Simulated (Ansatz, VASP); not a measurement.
Given: the input of a run of Ansatz 0.2.0 on WS2.

The input input.yaml:

```yaml
crystal:
  lattice:
    - [3.1832085602, 0.0, 0.0]
    - [-1.5916042801, 2.7567394786, 0.0]
    - [0.0, 0.0, 23.195387985]
  atoms:
    - { symbol: W, position: [0.6666666667, 0.3333333333, 0.36268246] }
    - { symbol: W, position: [0.3333333333, 0.6666666667, 0.63731754] }
    - { symbol: S, position: [0.6666666667, 0.3333333333, 0.70318389] }
    - { symbol: S, position: [0.3333333333, 0.6666666667, 0.42855817] }
    - { symbol: S, position: [0.6666666667, 0.3333333333, 0.57144183] }
    - { symbol: S, position: [0.3333333333, 0.6666666667, 0.29681611] }
hamiltonian:
  xc: pbe
  pseudopotentials: { kind: paw }
kpoints:
  mp_grid: { grid: [7, 7, 2] }
scf:
  occupations: { method: fermi_dirac, width: 0.05 }
output:
  forces: true
  stress: true
  eigenvalues: true
```

Potentials or basis: Ansatz PAW.

Run with:

```bash
$ ansatz run input.yaml --threads 2 --pin off --max-ram 5632MiB --backend cpu --events-out ev --progress --plain --runs-dir out
```

**Question.** Translate it to VASP 6.6.1. Potentials there: VASP PAW PBE potentials, release 64 (W_sv, S).

**Answer.** As run (the cutoff follows the program's own potentials):

File INCAR:

```
  PREC = Accurate
  ENCUT = 520
  EDIFF = 1E-6
  ISMEAR = -1
  SIGMA = 0.05
  LREAL = False
  LASPH = True
  NELM = 60
  ALGO = Normal
  ISIF = 2
  LWAVE = False
  LCHARG = False
  GGA = PE
  NBANDS = 35
```

KPOINTS

```
regular mesh
0
Gamma
  7 7 2
```

Contents of POSCAR:

```
WS2
1.0
    3.1832085602      0.0000000000      0.0000000000
   -1.5916042801      2.7567394786      0.0000000000
    0.0000000000      0.0000000000     23.1953879850
W S
2 4
Direct
    0.6666666667      0.3333333333      0.3626824600
    0.3333333333      0.6666666667      0.6373175400
    0.6666666667      0.3333333333      0.7031838900
    0.3333333333      0.6666666667      0.4285581700
    0.6666666667      0.3333333333      0.5714418300
    0.3333333333      0.6666666667      0.2968161100
```

Potentials or basis: VASP PAW PBE potentials, release 64 (W_sv, S).

Run with:

```bash
$ cat potpaw_PBE.64/W_sv/POTCAR potpaw_PBE.64/S/POTCAR > POTCAR
$ mpirun -np 1 vasp_std > vasp.out
```

Both were run:

|  | VASP | Ansatz | Ansatz less VASP |
| --- | --- | --- | --- |
| gap on the k mesh at the Fermi level (eV) | 1.61 | 1.59 | -0.011 |
| least direct gap on the mesh (eV) | 2.39 | 2.39 | -0.003 |
| rms of the force components (eV/Å) | 0.424 | 0.423 | -0.0012 |

Atom by atom the forces differ by 0.001 eV/Å (rms over components). With one functional, cell and mesh, what is left measures potentials, basis and numerics.

Neither program's run includes spin-orbit coupling. Noted on Ansatz's run: odd divisions of the mesh miss points on the zone boundary, where band edges often lie, so the gap on the mesh can be too wide.
